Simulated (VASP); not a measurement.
# Te2Mo (P-3m1) in VASP: a series of runs

The runs below take Te2Mo through single point, relaxation of cell and atoms, with PBE+D3(BJ), PBE+D4, PBE, LDA.

Program: VASP 6.6.1. These are calculated values, not measurements. Logs are shortened: lines on timing, memory, paths and dates and some standing lists are left out, and cuts for length are marked.

## (1) The cell of the first run

The structure is trigonal, space group P-3m1 (No. 164). The conventional cell has a = 3.457 Å, b = 3.457 Å, c = 7.073 Å, α = 90.00°, β = 90.00°, γ = 120.00°. Within 3.6 Å of Mo (site symmetry -3m) lie 6 Te at 2.73 Å and 6 Mo at 3.46 Å. Te (site symmetry 3m) has 3 Mo at 2.73 Å and 6 Te at 3.46 Å within 3.6 Å.

## (2) Single point, PBE+D3(BJ)

Input file INCAR:

```
ALGO = Normal ; EDIFF = 1E-6
ENCUT = 520 ; GGA = PE
ISIF = 2 ; ISMEAR = -1
IVDW = 12 ; LASPH = T
LCHARG = F ; LREAL = F
LWAVE = F ; NBANDS = 20
NELM = 80 ; PREC = Accurate
SIGMA = 0.02
```

Input file KPOINTS:

```
k-points
0
Gamma
  6 6 4
```

Input file POSCAR:

```
Te2Mo
1.0
    3.4574571930      0.0000000000      0.0000000000
   -1.7287285965      2.9942457616      0.0000000000
    0.0000000000      0.0000000000      7.0725606056
Mo Te
1 2
Direct
    0.0000000000      0.0000000000      0.0000000000
    0.3333333333      0.6666666667      0.2636984627
    0.6666666667      0.3333333333      0.7363015373
```

Potentials or basis: VASP PAW PBE potentials, release 64 (Mo_sv, Te).

Command:

```bash
cat potpaw_PBE.64/Mo_sv/POTCAR potpaw_PBE.64/Te/POTCAR > POTCAR
mpirun -np 1 vasp_std > vasp.out
```

OUTCAR:

```text
EDIFF = 1E-6
   ENCUT = 520
   GGA = PE
   ISIF = 2
   ISMEAR = -1
   IVDW = 12
   LASPH = T
   LREAL = F
   NELM = 80
   PREC = Accurate
 IVDW          = 12

 ion  position               nearest neighbor table
   1  0.000  0.000  0.000-   2 2.73   3 2.73   2 2.73   3 2.73   3 2.73   2 2.73
   2  0.333  0.667  0.264-   1 2.73   1 2.73   1 2.73
   3  0.667  0.333  0.736-   1 2.73   1 2.73   1 2.73

  LATTYP: Found a hexagonal cell.
 ALAT       =     3.4574571930
 C/A-ratio  =     2.0455960004

  Lattice vectors:

 A1 = (   3.4574571930,   0.0000000000,   0.0000000000)
 A2 = (  -1.7287285965,   2.9942457616,   0.0000000000)
 A3 = (   0.0000000000,   0.0000000000,   7.0725606056)

Analysis of symmetry for initial positions (statically):
=====================================================================
 Subroutine PRICEL returns:
 Original cell was already a primitive cell.

 Routine SETGRP: Setting up the symmetry group for a
 hexagonal supercell.

 Subroutine GETGRP returns: Found 12 space group operations
 (whereof 12 operations were pure point group operations)
 out of a pool of 24 trial point group operations.

The static configuration has the point symmetry D_3d.

Analysis of symmetry for dynamics (positions and initial velocities):
=====================================================================
 Subroutine PRICEL returns:
 Original cell was already a primitive cell.

 Routine SETGRP: Setting up the symmetry group for a
 hexagonal supercell.

 Subroutine GETGRP returns: Found 12 space group operations
 (whereof 12 operations were pure point group operations)
 out of a pool of 24 trial point group operations.

The dynamic configuration has the point symmetry D_3d.

 Subroutine INISYM returns: Found 12 space group operations
 (whereof 12 operations are pure point group operations),
 and found     1 'primitive' translations

----------------------------------------------------------------------------------------

                                     Primitive cell

  volume of cell :      73.2185

  direct lattice vectors                    reciprocal lattice vectors
[... 79 lines left out ...]
   PREC   = accura    normal or accurate (medium, high low for compatibility)
   ISTART =      0    job   : 0-new  1-cont  2-samecut
   ICHARG =      2    charge: 1-file 2-atom 10-const
   ISPIN  =      1    spin polarized calculation?
   LNONCOLLINEAR =      F non collinear calculations
   LSORBIT =      F    spin-orbit coupling
   LASPH  =      T    aspherical Exc in radial PAW
   ENCUT  =  520.0 eV  38.22 Ry    6.18 a.u.   6.43  6.43 13.15*2*pi/ulx,y,z
   NELM   =     80;   NELMIN=  2; NELMDL= -5     # of ELM steps
   EDIFF  = 0.1E-05   stopping-criterion for ELM
   LREAL  =      F    real-space projection
   EDIFFG = 0.1E-04   stopping-criterion for IOM
   NSW    =      0    number of steps for IOM
   IBRION =     -1    ionic relax: 0-MD 1-quasi-New 2-CG
   NFREE  =      0    steps in history (QN), initial steepest desc. (CG)
   ISIF   =      2    stress and relaxation
   ISYM   =      2    0-nonsym 1-usesym 2-fastsym
   POTIM  = 0.5000    time-step for ionic-motion
   TEBEG  =    0.0;   TEEND  =   0.0 temperature during run
   PSTRESS=    0.0 pullay stress
   NELECT =      26.0000    total number of electrons
   NUPDOWN=      -1.0000    fix difference up-down
   EMIN   =  10.00;   EMAX   =-10.00  energy-range for DOS
   EFERMI =   0.00;   METHOD = LEGACY
   ISMEAR =    -1;   SIGMA  =   0.02  broadening in eV -4-tet -1-fermi 0-gaus
   EFERMI_NEDOS =   21; number of points for ismear=-14 and -15
   IALGO  =     38    algorithm
   IMIX   =      4    mixing-type and parameters
     AMIX     =   0.40;   BMIX     =  1.00
     AMIX_MAG =   1.60;   BMIX_MAG =  1.00
  volume/ion in A,a.u.               =      24.41       164.70
  Fermi-wavevector in a.u.,A,eV,Ry     =   1.159291  2.190742 18.285613  1.343955
  Thomas-Fermi vector in A             =   2.295885
   LORBIT       =      0    0 simple, 1 ext, 2 COOP (PROOUT), +10 PAW based schemes
   GGA     = PE    functional components
   LHFCALC =     F    Hartree Fock is set to
   AEXX    =    0.0000 exact exchange contribution
   IVDW    =    12    specifies the selected vdW correction
   LEPSILON=     F    determine dielectric tensor
   LRPA    =     F    only Hartree local field effects (RPA)
 non-spin polarized calculation
  energy-cutoff  :      520.00
  volume of cell :       73.22
 maximum number of plane-waves:      1996
 NGX is ok and might be reduce to    28
   NGX = 13   NGY = 13   NGZ = 27

 number of electron      26.0000004 magnetization

 Free energy of the ion-electron system (eV)
  ---------------------------------------------------
  ext. energy  EPLUGINS =         0.00000000
  ---------------------------------------------------
  free energy    TOTEN  =       -17.44659047 eV

  energy without entropy =      -17.44470148  energy(sigma->0) =      -17.44564597

 E-fermi :   9.0872     XC(G=0): -10.5848

 val. band max:        8.8248005484   @ k =   0.3333   0.3333   0.5000
 cond. band min:       9.0898128336   @ k =   0.3333   0.3333   0.2500
 fundamental gap:      0.2650122852
 Fermi energy:         9.0872409260

 k-point     1 :       0.0000    0.0000    0.0000
  band No.  band energies     occupation
      1     -52.3152      2.00000
      2     -26.4626      2.00000
      3     -26.3553      2.00000
      4     -26.3553      2.00000
      5      -4.6815      2.00000
      6      -3.4552      2.00000
[... 541 lines left out ...]
     19      14.6725      0.00000
     20      14.7903      0.00000

------------------------ aborting loop because EDIFF is reached ----------------------------------------

 Edisp (eV)   -1.64808

 E8    (eV) :    -0.7600

  FORCE on cell =-STRESS in cart. coord.  units (eV):
  Direction    XX          YY          ZZ          XY          YZ          ZX
  --------------------------------------------------------------------------------------
  -------------------------------------------------------------------------------------
  Total      -0.02103    -0.02103     0.03251     0.00000     0.00000     0.00000
  in kB      -0.46020    -0.46020     0.71132     0.00000     0.00000     0.00000
  external pressure =       -0.07 kB  Pullay stress =        0.00 kB

 VOLUME and BASIS-vectors are now :
 -----------------------------------------------------------------------------
  energy-cutoff  :      520.00
  volume of cell :       73.22
      direct lattice vectors                 reciprocal lattice vectors
     3.457457193  0.000000000  0.000000000     0.289229901  0.166986961  0.000000000
    -1.728728597  2.994245762  0.000000000     0.000000000  0.333973922  0.000000000
     0.000000000  0.000000000  7.072560606     0.000000000  0.000000000  0.141391507

 POSITION                                       TOTAL-FORCE (eV/Angst)
 -----------------------------------------------------------------------------------
      0.00000      0.00000      0.00000        -0.000000      0.000000      0.000000
     -0.00000      1.99616      1.86502         0.000000      0.000000      0.013971
      1.72873      0.99808      5.20754        -0.000000     -0.000000     -0.013971
 -----------------------------------------------------------------------------------
    total drift:                                0.000000     -0.000000      0.000000

  FREE ENERGIE OF THE ION-ELECTRON SYSTEM (eV)
  ---------------------------------------------------
  free  energy   TOTEN  =       -19.0946662705 eV

  energy  without entropy=      -19.0927772845  energy(sigma->0) =      -19.09372178
```

OSZICAR:

```text
N       E                     dE             d eps       ncg     rms          rms(c)
DAV:   1     0.163658322349E+03    0.16366E+03   -0.12380E+04  1008   0.117E+03
DAV:   2    -0.114219390694E+02   -0.17508E+03   -0.17101E+03  1192   0.283E+02
DAV:   3    -0.179623792210E+02   -0.65404E+01   -0.64570E+01  1168   0.490E+01
DAV:   4    -0.180576715467E+02   -0.95292E-01   -0.95190E-01  1164   0.616E+00
DAV:   5    -0.180594527687E+02   -0.17812E-02   -0.17811E-02  1140   0.821E-01    0.155E+01
DAV:   6    -0.176746987966E+02    0.38475E+00   -0.37027E+00  1060   0.108E+01    0.641E+00
DAV:   7    -0.175937081206E+02    0.80991E-01   -0.29967E+00  1048   0.766E+00    0.407E+00
DAV:   8    -0.174456978628E+02    0.14801E+00   -0.73731E-01  1044   0.431E+00    0.138E+00
DAV:   9    -0.174475340229E+02   -0.18362E-02   -0.34326E-02  1116   0.102E+00    0.501E-01
DAV:  10    -0.174465905813E+02    0.94344E-03   -0.78402E-03  1040   0.600E-01    0.151E-01
DAV:  11    -0.174466173349E+02   -0.26754E-04   -0.30199E-04  1124   0.106E-01    0.499E-02
DAV:  12    -0.174465858422E+02    0.31493E-04   -0.58666E-05  1044   0.494E-02    0.281E-02
DAV:  13    -0.174465905769E+02   -0.47347E-05   -0.13290E-05  1032   0.199E-02    0.959E-03
DAV:  14    -0.174465904664E+02    0.11046E-06   -0.57948E-07   692   0.440E-03
   1 F= -.19094666E+02 E0= -.19093722E+02  d E =-.188899E-02
```

stdout:

```text
POSCAR found type information on POSCAR MoTe
 POSCAR found :  2 types and       3 ions
 scaLAPACK will be used
 LDA part: xc-table for (Slater+PW92), standard interpolation
 POSCAR, INCAR and KPOINTS ok, starting setup
 FFT: planning ... GRIDC
 FFT: planning ... GRID_SOFT
 FFT: planning ... GRID
 WAVECAR not read
 entering main loop
```

It took 30 s on 1 thread of Intel Xeon Platinum 8259CL at 2.50GHz (Skylake/Cascade Lake), shared host; peak memory 0.21 GiB.

What came out:

- Free energy: -19.0947 eV
- Pressure: 0.0 GPa
- Largest force: 0.014 eV/Å
- Band gap on the k mesh: zero (band 13 reaches 9.45 eV, above the bottom of band 14 at 8.82 eV)
- Dispersion energy per atom: -0.549 eV

Forces on the atoms (eV/Å):
```
Mo   0.000  0.000  0.000
Te   0.000  0.000  0.014
Te   0.000  0.000 -0.014
```

Stress tensor (GPa, compression positive):
```
-0.05  0.00  0.00
 0.00 -0.05  0.00
 0.00  0.00  0.07
```

Caveat: spin-orbit coupling is left out, which moves the levels of the heavy elements.

## (3) Single point, PBE+D4

Input file INCAR:

```
PREC = Accurate ; ENCUT = 520
EDIFF = 1E-6 ; ISMEAR = -1
SIGMA = 0.02 ; LREAL = False
LASPH = True ; NELM = 100
ALGO = Normal ; ISIF = 2
LWAVE = False ; LCHARG = False
GGA = PE ; IVDW = 13
NBANDS = 20
```

Input file KPOINTS:

```
regular mesh
0
Gamma
  12 12 4
```

Input file POSCAR:

```
Te2Mo
1.0
    3.4756399417      0.0000000000      0.0000000000
   -1.7378199708      3.0099924839      0.0000000000
    0.0000000000      0.0000000000      7.0083522416
Mo Te
1 2
Direct
    0.0000000000      0.0000000000      0.0000000000
    0.3333333333      0.6666666667      0.2644696615
    0.6666666667      0.3333333333      0.7355303385
```

Potentials or basis: VASP PAW PBE potentials, release 64 (Mo_sv, Te).

Command:

```bash
cat potpaw_PBE.64/Mo_sv/POTCAR potpaw_PBE.64/Te/POTCAR > POTCAR
mpirun -np 1 vasp_std > vasp.out
```

OUTCAR:

```text
PREC = Accurate
   ENCUT = 520
   EDIFF = 1E-6
   ISMEAR = -1
   LREAL = False
   LASPH = True
   NELM = 100
   ISIF = 2
   GGA = PE
   IVDW = 13

 ion  position               nearest neighbor table
   1  0.000  0.000  0.000-   2 2.73   3 2.73   2 2.73   3 2.73   3 2.73   2 2.73
   2  0.333  0.667  0.264-   1 2.73   1 2.73   1 2.73
   3  0.667  0.333  0.736-   1 2.73   1 2.73   1 2.73

  LATTYP: Found a hexagonal cell.
 ALAT       =     3.4756399417
 C/A-ratio  =     2.0164206762

  Lattice vectors:

 A1 = (   3.4756399417,   0.0000000000,   0.0000000000)
 A2 = (  -1.7378199708,   3.0099924839,   0.0000000000)
 A3 = (   0.0000000000,   0.0000000000,   7.0083522416)

Analysis of symmetry for initial positions (statically):
=====================================================================
 Subroutine PRICEL returns:
 Original cell was already a primitive cell.

 Routine SETGRP: Setting up the symmetry group for a
 hexagonal supercell.

 Subroutine GETGRP returns: Found 12 space group operations
 (whereof 12 operations were pure point group operations)
 out of a pool of 24 trial point group operations.

The static configuration has the point symmetry D_3d.

Analysis of symmetry for dynamics (positions and initial velocities):
=====================================================================
 Subroutine PRICEL returns:
 Original cell was already a primitive cell.

 Routine SETGRP: Setting up the symmetry group for a
 hexagonal supercell.

 Subroutine GETGRP returns: Found 12 space group operations
 (whereof 12 operations were pure point group operations)
 out of a pool of 24 trial point group operations.

The dynamic configuration has the point symmetry D_3d.

 Subroutine INISYM returns: Found 12 space group operations
[... 113 lines left out ...]
   EFERMI =   0.00;   METHOD = LEGACY
   ISMEAR =    -1;   SIGMA  =   0.02  broadening in eV -4-tet -1-fermi 0-gaus
   EFERMI_NEDOS =   21; number of points for ismear=-14 and -15
   IALGO  =     38    algorithm
   IMIX   =      4    mixing-type and parameters
     AMIX     =   0.40;   BMIX     =  1.00
     AMIX_MAG =   1.60;   BMIX_MAG =  1.00
  volume/ion in A,a.u.               =      24.44       164.93
  Fermi-wavevector in a.u.,A,eV,Ry     =   1.158761  2.189741 18.268914  1.342727
  Thomas-Fermi vector in A             =   2.295360
   LORBIT       =      0    0 simple, 1 ext, 2 COOP (PROOUT), +10 PAW based schemes
   GGA     = PE    functional components
   LHFCALC =     F    Hartree Fock is set to
   AEXX    =    0.0000 exact exchange contribution
   IVDW    =    13    specifies the selected vdW correction
   LEPSILON=     F    determine dielectric tensor
   LRPA    =     F    only Hartree local field effects (RPA)
 non-spin polarized calculation
  energy-cutoff  :      520.00
  volume of cell :       73.32
 maximum number of plane-waves:      2007
 NGX is ok and might be reduce to    28
   NGX = 13   NGY = 13   NGZ = 27

 number of electron      26.0000002 magnetization

 Free energy of the ion-electron system (eV)
  ---------------------------------------------------
  ext. energy  EPLUGINS =         0.00000000
  ---------------------------------------------------
  free energy    TOTEN  =       -17.44803185 eV

  energy without entropy =      -17.44660066  energy(sigma->0) =      -17.44731626

 E-fermi :   9.0128     XC(G=0): -10.5841

 val. band max:        9.0109321806   @ k =   0.2500   0.1667   0.5000
 cond. band min:       9.0425985198   @ k =   0.2500   0.1667   0.2500
 fundamental gap:      0.0316663392
 Fermi energy:         9.0127625913

 k-point     1 :       0.0000    0.0000    0.0000
  band No.  band energies     occupation
      1     -52.3360      2.00000
      2     -26.4752      2.00000
      3     -26.3836      2.00000
      4     -26.3836      2.00000
      5      -4.6699      2.00000
      6      -3.3988      2.00000
[... 541 lines left out ...]
     19      15.6295      0.00000
     20      16.5248      0.00000

 [... further k-points ...]

------------------------ aborting loop because EDIFF is reached ----------------------------------------

  DFT-D4 for vdW energy calculation

  Edisp (eV):   -1.71415

  FORCE on cell =-STRESS in cart. coord.  units (eV):
  Direction    XX          YY          ZZ          XY          YZ          ZX
  --------------------------------------------------------------------------------------
  -------------------------------------------------------------------------------------
  Total      -0.02067    -0.02067     0.00862    -0.00000    -0.00000    -0.00000
  in kB      -0.45161    -0.45161     0.18847    -0.00000    -0.00000    -0.00000
  external pressure =       -0.24 kB  Pullay stress =        0.00 kB

 VOLUME and BASIS-vectors are now :
 -----------------------------------------------------------------------------
  energy-cutoff  :      520.00
  volume of cell :       73.32
      direct lattice vectors                 reciprocal lattice vectors
     3.475639942  0.000000000  0.000000000     0.287716799  0.166113372  0.000000000
    -1.737819971  3.009992484  0.000000000     0.000000000  0.332226743  0.000000000
     0.000000000  0.000000000  7.008352242     0.000000000  0.000000000  0.142686892

 POSITION                                       TOTAL-FORCE (eV/Angst)
 -----------------------------------------------------------------------------------
      0.00000      0.00000      0.00000        -0.000000     -0.000000      0.000000
     -0.00000      2.00666      1.85350        -0.000000      0.000000      0.012849
      1.73782      1.00333      5.15486         0.000000     -0.000000     -0.012849
 -----------------------------------------------------------------------------------
    total drift:                               -0.000000      0.000000      0.000000

  FREE ENERGIE OF THE ION-ELECTRON SYSTEM (eV)
  ---------------------------------------------------
  free  energy   TOTEN  =       -19.1621808236 eV

  energy  without entropy=      -19.1607496352  energy(sigma->0) =      -19.16146523
```

stdout:

```text
POSCAR found type information on POSCAR MoTe
 POSCAR found :  2 types and       3 ions
 scaLAPACK will be used
 LDA part: xc-table for (Slater+PW92), standard interpolation
 POSCAR, INCAR and KPOINTS ok, starting setup
 FFT: planning ... GRIDC
 FFT: planning ... GRID_SOFT
 FFT: planning ... GRID
 WAVECAR not read
 entering main loop
```

Wall time 76 s (1 thread of Intel Xeon Platinum 8259CL at 2.50GHz (Skylake/Cascade Lake), shared host); peak memory 0.26 GiB.

What came out:

```yaml
Free_energy: -19.1622 eV
Pressure: 0.0 GPa
Largest_force: 0.013 eV/Å
Band_gap_on_the_k_mesh: zero (band 13 reaches 9.48 eV, above the bottom of band 14 at 8.82 eV)
Dispersion_energy_per_atom: -0.571 eV
```

Forces in eV/Å, atoms in the order of the input:
```
Mo   0.000  0.000  0.000
Te   0.000  0.000  0.013
Te   0.000  0.000 -0.013
```

Levels at points of the mesh, in eV from the Fermi level:
```csv
k point,band 10,band 11,band 12,band 13,band 14,band 15,band 16,band 17
"(0.00, 0.00, 0.00)",-1.81,-1.20,-0.81,-0.81,1.52,1.52,3.40,3.40
"(0.50, 0.00, 0.00)",-3.14,-2.90,-1.74,-0.92,0.72,0.80,2.37,3.26
"(0.00, 0.00, 0.50)",-2.50,-0.81,-0.81,-0.64,1.30,1.30,3.74,3.74
"(0.50, 0.00, 0.50)",-3.01,-2.26,-1.82,-0.52,0.72,1.15,2.57,3.08
```

Caveat: spin-orbit coupling is left out, which moves the levels of the heavy elements.

(Continued in part 2 of 2.)
